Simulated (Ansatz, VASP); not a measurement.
# EuO in VASP and in Ansatz

File INCAR:

```
PREC = Accurate ; ENCUT = 600
EDIFF = 1E-6 ; ISMEAR = 0
SIGMA = 0.05 ; LREAL = False
LASPH = True ; NELM = 200
ALGO = Normal ; ISIF = 2
LWAVE = False ; LCHARG = False
ISPIN = 2 ; MAGMOM = 7.24 0
LORBIT = 11 ; LMAXMIX = 6
GGA = PE ; NBANDS = 22
GGA_COMPAT = False
```

Contents of KPOINTS:

```
regular mesh
0
Gamma
  12 12 12
```

POSCAR

```
EuO
1.0
    0.0000000000      2.5470532139      2.5470532139
    2.5470532139      0.0000000000      2.5470532139
    2.5470532139      2.5470532139      0.0000000000
Eu O
1 1
Direct
    0.0000000000      0.0000000000      0.0000000000
    0.5000000000      0.5000000000      0.5000000000
```

Input for Ansatz:

```yaml
crystal:
  lattice:
    - [0.0, 2.5470532139, 2.5470532139]
    - [2.5470532139, 0.0, 2.5470532139]
    - [2.5470532139, 2.5470532139, 0.0]
  atoms:
    - { symbol: Eu, position: [0.0, 0.0, 0.0], spin: 7.24 }
    - { symbol: O, position: [0.5, 0.5, 0.5] }
basis:
  ecutwfc: 420
  ecutrho_ratio: 4
kpoints:
  mp_grid: { grid: [12, 12, 12] }
hamiltonian:
  xc: pbe
scf:
  occupations: { method: gaussian, width: 0.05 }
output:
  forces: true
  stress: true
  eigenvalues: true
  populations: true
magnetization:
  spin_polarized: true
```

Alike in both runs: task single point; functional PBE; k mesh 12 × 12 × 12; occupations gaussian, width 0.05 eV; collinear spin.

|  | VASP | Ansatz |
| --- | --- | --- |
| version | VASP 6.6.1 | Ansatz 0.2.0 |
| potentials or method | VASP PAW PBE potentials, release 64 (Eu, O), cutoff 600 eV | scalar-relativistic, plane waves, PAW |
| valence electrons in the cell | 23 | 23 |

|  | VASP | Ansatz | Ansatz less VASP |
| --- | --- | --- | --- |
| gap on the k mesh at the Fermi level (eV) | none | none | - |
| pressure (GPa) | -2.1 | -1.8 | +0.32 |
| net moment per atom (μB) | 3.48 | 3.48 | +0.001 |
| size of the moment on the site where the two differ most (μB) | 0.10 | 0.08 | -0.018 |

Site moments also hang on the region over which each program counts them. A gap of «none» marks a metal or a gap that the smearing closes. With one functional, cell and mesh, what is left measures potentials, basis and numerics. Ansatz's warnings: given moment on shells.

Neither program's run includes spin-orbit coupling.
